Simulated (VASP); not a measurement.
# Rh (Fm-3m) in VASP: a series of runs

Rh is run at these levels: LDA; tasks: single point, relaxation of cell and atoms.

Program: VASP 6.6.1. These are calculated values, not measurements. Logs are shortened: lines on timing, memory, paths and dates and some standing lists are left out, and cuts for length are marked.

### 1 The cell of the first run

Symmetry: Fm-3m, No. 225, cubic system. The conventional cell has a = 3.732 Å, b = 3.732 Å, c = 3.732 Å, α = 90.00°, β = 90.00°, γ = 90.00°. Rh (site symmetry m-3m) has 12 Rh at 2.64 Å within 3.5 Å.

### 2 Single point, LDA (13.00 Å³/atom)

File INCAR:

```
SYSTEM = Rh
PREC = Accurate ; ENCUT = 520
EDIFF = 1E-6 ; ISMEAR = -1
SIGMA = 0.15 ; LREAL = .FALSE.
LASPH = .TRUE. ; NELM = 100
ALGO = Normal ; ISIF = 2
LWAVE = .FALSE. ; LCHARG = .TRUE.
GGA = CA ; LELF = .TRUE.
LVHAR = .TRUE. ; NBANDS = 14
```

File KPOINTS:

```
regular mesh
0
G
  20 20 20
  0 0 0
```

File POSCAR:

```
Rh
1.0
    0.0000000000      1.8661252106      1.8661252106
    1.8661252106      0.0000000000      1.8661252106
    1.8661252106      1.8661252106      0.0000000000
Rh
1
Direct
    0.0000000000      0.0000000000      0.0000000000
```

Potentials or basis: VASP PAW LDA potentials, release 64 (Rh_pv).

The run is started by

```
cat potpaw_LDA.64/Rh_pv/POTCAR > POTCAR
mpirun -np 1 vasp_std > vasp.out
```

OUTCAR:

```text
SYSTEM = Rh
   PREC = Accurate
   ENCUT = 520
   EDIFF = 1E-6
   ISMEAR = -1
   LREAL = .FALSE.
   LASPH = .TRUE.
   NELM = 100
   ISIF = 2
   GGA = CA

 ion  position               nearest neighbor table
   1  0.000  0.000  0.000-

  LATTYP: Found a face centered cubic cell.
 ALAT       =     3.7322504212

  Lattice vectors:

 A1 = (   0.0000000000,   1.8661252106,   1.8661252106)
 A2 = (   1.8661252106,   0.0000000000,   1.8661252106)
 A3 = (   1.8661252106,   1.8661252106,   0.0000000000)

Analysis of symmetry for initial positions (statically):
=====================================================================
 Subroutine PRICEL returns:
 Original cell was already a primitive cell.

 Routine SETGRP: Setting up the symmetry group for a
 face centered cubic supercell.

 Subroutine GETGRP returns: Found 48 space group operations
 (whereof 48 operations were pure point group operations)
 out of a pool of 48 trial point group operations.

The static configuration has the point symmetry O_h .

Analysis of symmetry for dynamics (positions and initial velocities):
=====================================================================
 Subroutine PRICEL returns:
 Original cell was already a primitive cell.

 Routine SETGRP: Setting up the symmetry group for a
 face centered cubic supercell.

 Subroutine GETGRP returns: Found 48 space group operations
 (whereof 48 operations were pure point group operations)
 out of a pool of 48 trial point group operations.

The dynamic configuration has the point symmetry O_h .

 Subroutine INISYM returns: Found 48 space group operations
 (whereof 48 operations are pure point group operations),
 and found     1 'primitive' translations

----------------------------------------------------------------------------------------

                                     Primitive cell

  volume of cell :      12.9973

  direct lattice vectors                    reciprocal lattice vectors
     0.000000000  1.866125211  1.866125211    -0.267934862  0.267934862  0.267934862
     1.866125211  0.000000000  1.866125211     0.267934862 -0.267934862  0.267934862
     1.866125211  1.866125211  0.000000000     0.267934862  0.267934862 -0.267934862

  length of vectors
     2.639099582  2.639099582  2.639099582     0.464076793  0.464076793  0.464076793

  position of ions in fractional coordinates (direct lattice)
     0.000000000  0.000000000  0.000000000

  ion indices of the primitive-cell ions
   primitive index   ion index
                 1           1

----------------------------------------------------------------------------------------

 KPOINTS: regular mesh

Automatic generation of k-mesh.
 Grid dimensions read from file:
 generate k-points for:   20   20   20

 Generating k-lattice:

  Cartesian coordinates                     Fractional coordinates (reciprocal lattice)
    -0.013396743  0.013396743  0.013396743     0.050000000  0.000000000  0.000000000
     0.013396743 -0.013396743  0.013396743     0.000000000  0.050000000  0.000000000
     0.013396743  0.013396743 -0.013396743     0.000000000  0.000000000  0.050000000

  Length of vectors
     0.023203840  0.023203840  0.023203840

  Shift w.r.t. Gamma in fractional coordinates (k-lattice)
     0.000000000  0.000000000  0.000000000

 Subroutine IBZKPT returns following result:
 ===========================================

 Found    256 irreducible k-points:

 Following reciprocal coordinates:
            Coordinates               Weight
  0.000000  0.000000  0.000000      1.000000
  0.050000  0.000000  0.000000      8.000000
  0.100000  0.000000  0.000000      8.000000
  0.150000  0.000000  0.000000      8.000000
  0.200000  0.000000  0.000000      8.000000
  0.250000  0.000000  0.000000      8.000000
[... 16 lines left out ...]
 -0.400000  0.050000  0.000000     24.000000
 -0.350000  0.050000  0.000000     24.000000
 [... further k-points ...]
   k-points           NKPTS =    256   k-points in BZ     NKDIM =    256   number of bands    NBANDS=     14
   number of dos      NEDOS =    301   number of ions     NIONS =      1
   total plane-waves  NPLWV =   8000
   dimension x,y,z NGX =    20 NGY =   20 NGZ =   20
   dimension x,y,z NGXF=    40 NGYF=   40 NGZF=   40
   ions per type =               1
   NGX,Y,Z   is equivalent  to a cutoff of  12.60, 12.60, 12.60 a.u.
   NGXF,Y,Z  is equivalent  to a cutoff of  25.20, 25.20, 25.20 a.u.
 SYSTEM =  Rh
   PREC   = accura    normal or accurate (medium, high low for compatibility)
   ISTART =      0    job   : 0-new  1-cont  2-samecut
   ICHARG =      2    charge: 1-file 2-atom 10-const
   ISPIN  =      1    spin polarized calculation?
   LNONCOLLINEAR =      F non collinear calculations
   LSORBIT =      F    spin-orbit coupling
   LASPH  =      T    aspherical Exc in radial PAW
   ENCUT  =  520.0 eV  38.22 Ry    6.18 a.u.   4.91  4.91  4.91*2*pi/ulx,y,z
   NELM   =    100;   NELMIN=  2; NELMDL= -5     # of ELM steps
   EDIFF  = 0.1E-05   stopping-criterion for ELM
   LREAL  =      F    real-space projection
   EDIFFG = 0.1E-04   stopping-criterion for IOM
   NSW    =      0    number of steps for IOM
   IBRION =     -1    ionic relax: 0-MD 1-quasi-New 2-CG
   NFREE  =      0    steps in history (QN), initial steepest desc. (CG)
   ISIF   =      2    stress and relaxation
   ISYM   =      2    0-nonsym 1-usesym 2-fastsym
   POTIM  = 0.5000    time-step for ionic-motion
   TEBEG  =    0.0;   TEEND  =   0.0 temperature during run
   PSTRESS=    0.0 pullay stress
   NELECT =      15.0000    total number of electrons
   NUPDOWN=      -1.0000    fix difference up-down
   EMIN   =  10.00;   EMAX   =-10.00  energy-range for DOS
   EFERMI =   0.00;   METHOD = LEGACY
   ISMEAR =    -1;   SIGMA  =   0.15  broadening in eV -4-tet -1-fermi 0-gaus
   EFERMI_NEDOS =   21; number of points for ismear=-14 and -15
   IALGO  =     38    algorithm
   IMIX   =      4    mixing-type and parameters
     AMIX     =   0.40;   BMIX     =  1.00
     AMIX_MAG =   1.60;   BMIX_MAG =  1.00
  volume/ion in A,a.u.               =      13.00        87.71
  Fermi-wavevector in a.u.,A,eV,Ry     =   1.717201  3.245039 40.120579  2.948779
  Thomas-Fermi vector in A             =   2.794245
   LORBIT       =      0    0 simple, 1 ext, 2 COOP (PROOUT), +10 PAW based schemes
   GGA     = CA    functional components
   LHFCALC =     F    Hartree Fock is set to
   AEXX    =    0.0000 exact exchange contribution
   IVDW    =     0    specifies the selected vdW correction
   LEPSILON=     F    determine dielectric tensor
   LRPA    =     F    only Hartree local field effects (RPA)
 non-spin polarized calculation
  energy-cutoff  :      520.00
  volume of cell :       13.00
 maximum number of plane-waves:       360
   NGX =  9   NGY =  9   NGZ =  9

 number of electron      14.9999997 magnetization

 Free energy of the ion-electron system (eV)
  ---------------------------------------------------
  ext. energy  EPLUGINS =         0.00000000
  ---------------------------------------------------
  free energy    TOTEN  =        -8.72286224 eV

  energy without entropy =       -8.63125182  energy(sigma->0) =       -8.67705703

 E-fermi :  12.7709     XC(G=0): -14.7120

 val. band max:       12.7564525658   @ k =   0.3500   0.1000   0.0000
 cond. band min:      12.7752519935   @ k =  -0.3000   0.2500   0.1000
 fundamental gap:      0.0187994277
 Fermi energy:        12.7709388112

 k-point     1 :       0.0000    0.0000    0.0000
  band No.  band energies     occupation
      1     -33.4720      2.00000
      2     -33.4720      2.00000
      3     -33.4720      2.00000
      4       4.3334      2.00000
      5       9.3960      2.00000
      6       9.3960      2.00000
      7       9.3960      2.00000
      8      11.7160      1.99824
      9      11.7160      1.99824
     10      28.6681      0.00000
     11      32.9880      0.00000
     12      34.3978      0.00000
     13      34.3978      0.00000
     14      34.3978      0.00000

 k-point     2 :       0.0500    0.0000    0.0000
  band No.  band energies     occupation
      1     -33.4951      2.00000
      2     -33.4750      2.00000
      3     -33.4750      2.00000
      4       4.4407      2.00000
      5       9.3457      2.00000
      6       9.4395      2.00000
      7       9.4395      2.00000
      8      11.6900      1.99852
      9      11.6900      1.99852
     10      28.8338      0.00000
     11      32.9874      0.00000
     12      33.8247      0.00000
     13      34.5616      0.00000
     14      34.5616      0.00000

 k-point     3 :       0.1000    0.0000    0.0000
  band No.  band energies     occupation
      1     -33.5618      2.00000
      2     -33.4839      2.00000
      3     -33.4839      2.00000
      4       4.7503      2.00000
      5       9.2155      2.00000
      6       9.5567      2.00000
      7       9.5567      2.00000
      8      11.6294      1.99901
      9      11.6294      1.99901
     10      29.2926      0.00000
     11      32.5661      0.00000
     12      32.9922      0.00000
     13      35.0412      0.00000
     14      35.0412      0.00000
[... 324 lines left out ...]
 k-point    23 :      -0.4000    0.0500    0.0000
  band No.  band energies     occupation
      1     -34.3124      2.00000
      2     -33.6094      2.00000
      3     -33.5851      2.00000
      4       6.2835      2.00000
      5       9.3409      2.00000
      6       9.4499      2.00000
      7      11.8694      1.99510
      8      13.0015      0.35384
      9      13.9426      0.00081
     10      23.2025      0.00000
     11      28.7046      0.00000
     12      32.9893      0.00000
     13      34.3649      0.00000
     14      35.4222      0.00000

 k-point    24 :      -0.3500    0.0500    0.0000
  band No.  band energies     occupation
      1     -34.2278      2.00000
      2     -33.6000      2.00000
      3     -33.5698      2.00000
      4       6.3741      2.00000
      5       9.4657      2.00000
      6       9.5585      2.00000
      7      11.0134      1.99998
      8      12.5772      1.56890
      9      13.3960      0.03052
     10      24.6732      0.00000
     11      29.2327      0.00000
     12      32.9891      0.00000
     13      35.0393      0.00000
     14      36.6434      0.00000

 [... further k-points ...]

------------------------ aborting loop because EDIFF is reached ----------------------------------------

  FORCE on cell =-STRESS in cart. coord.  units (eV):
  Direction    XX          YY          ZZ          XY          YZ          ZX
  --------------------------------------------------------------------------------------
  -------------------------------------------------------------------------------------
  Total        0.6176828      0.6176828      0.6176828      0.0000000      0.0000000     -0.0000000
  in kB       76.1419030     76.1419030     76.1419030      0.0000000      0.0000000     -0.0000000
  external PRESSURE =      76.1419030 kB  Pullay stress =       0.0000000 kB

 VOLUME and BASIS-vectors are now :
 -----------------------------------------------------------------------------
  energy-cutoff  :      520.00
  volume of cell :       13.00
      direct lattice vectors                 reciprocal lattice vectors
     0.000000000  1.866125211  1.866125211    -0.267934862  0.267934862  0.267934862
     1.866125211  0.000000000  1.866125211     0.267934862 -0.267934862  0.267934862
     1.866125211  1.866125211  0.000000000     0.267934862  0.267934862 -0.267934862

 POSITION                                       TOTAL-FORCE (eV/Angst)
 -----------------------------------------------------------------------------------
      0.00000      0.00000      0.00000         0.000000     -0.000000      0.000000
 -----------------------------------------------------------------------------------
    total drift:                                0.000000      0.000000      0.000000

  FREE ENERGIE OF THE ION-ELECTRON SYSTEM (eV)
  ---------------------------------------------------
  free  energy   TOTEN  =        -8.7228622441 eV

  energy  without entropy=       -8.6312518229  energy(sigma->0) =       -8.67705703
```

Run time: 27 s. Hardware: 1 thread of Intel Xeon 8259CL, shared host; peak memory 0.15 GiB.

What came out:

* Free energy: -8.7229 eV
* Pressure: 7.6 GPa
* Band gap on the k mesh: zero (an odd number of electrons rules out a gap without spin polarisation)

Caveat: the cell stands under pressure.

### 3 Single point, LDA

This run uses another cell than the first one, of 13.22 Å³/atom.

File INCAR:

```
PREC = Accurate
ENCUT = 520
EDIFF = 1E-6
ISMEAR = 0
SIGMA = 0.1
LREAL = F
LASPH = T
NELM = 100
ALGO = Normal
ISIF = 2
LWAVE = F
LCHARG = F
GGA = CA
NBANDS = 14
```

File KPOINTS:

```
regular mesh
0
Gamma
  20 20 20
```

File POSCAR:

```
Rh
1.0
    0.0000000000      1.8768452935      1.8768452935
    1.8768452935      0.0000000000      1.8768452935
    1.8768452935      1.8768452935      0.0000000000
Rh
1
Direct
    0.0000000000      0.0000000000      0.0000000000
```

Potentials or basis: VASP PAW LDA potentials, release 64 (Rh_pv).

The run is started by

```
cat potpaw_LDA.64/Rh_pv/POTCAR > POTCAR
mpirun -np 1 vasp_std > vasp.out
```

Run time: 27 s. Hardware: 1 thread of Intel Xeon 8259CL, shared host; peak memory 0.15 GiB.

The run converged. Its results:

| Quantity | Value |
| --- | --- |
| Free energy | -8.6874 eV |
| Pressure | 0.9 GPa |
| Band gap on the k mesh | zero (an odd number of electrons rules out a gap without spin polarisation) |

Levels at points of the mesh, in eV from the Fermi level:
| k point | band 5 | band 6 | band 7 | band 8 | band 9 | band 10 |
| --- | --- | --- | --- | --- | --- | --- |
| (0.00, 0.00, 0.00) | -3.31 | -3.31 | -3.31 | -1.05 | -1.05 | 15.90 |
| (0.50, 0.00, 0.00) | -3.38 | -3.38 | 0.62 | 0.62 | 0.65 | 8.99 |
| (0.50, 0.50, 0.00) | -6.35 | 0.61 | 1.06 | 1.06 | 3.25 | 12.75 |

[end of part 1 of 2]
